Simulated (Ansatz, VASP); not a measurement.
# Al3N: VASP beside Ansatz

```
Al N
1.0
     2.85676    0.00000    0.00000
     0.00000    2.85676    0.00000
     0.00000    0.00000   21.17470
Al N
3 1
Direct
  0.50000 0.50000 0.18890
  0.00000 0.00000 0.28736
  0.50000 0.50000 0.38606
  0.50000 0.00000 0.48382
```

Alike in both runs: task single point; functional PBE; k mesh 9 × 9 × 1; occupations gaussian, width 0.1 eV; collinear spin.

|  | VASP | Ansatz |
| --- | --- | --- |
| version | VASP 6.6.1 | Ansatz 0.2.0 |
| potentials or method | VASP PAW PBE potentials, release 64 (Al, N), cutoff 520 eV | scalar-relativistic, plane waves, PAW |
| valence electrons in the cell | 14 | 14 |

```tsv
	VASP	Ansatz	Ansatz less VASP
gap on the k mesh at the Fermi level (eV)	none	none	-
rms of the force components (eV/Å)	1.021	1.023	+0.0019
net moment per atom (μB)	0.43	0.43	-0.001
size of the moment on the site where the two differ most (μB)	1.30	1.68	+0.382
```

Site moments also hang on the region over which each program counts them. Atom by atom the forces differ by 0.002 eV/Å (rms over components). A gap of «none» marks a metal or a gap that the smearing closes.
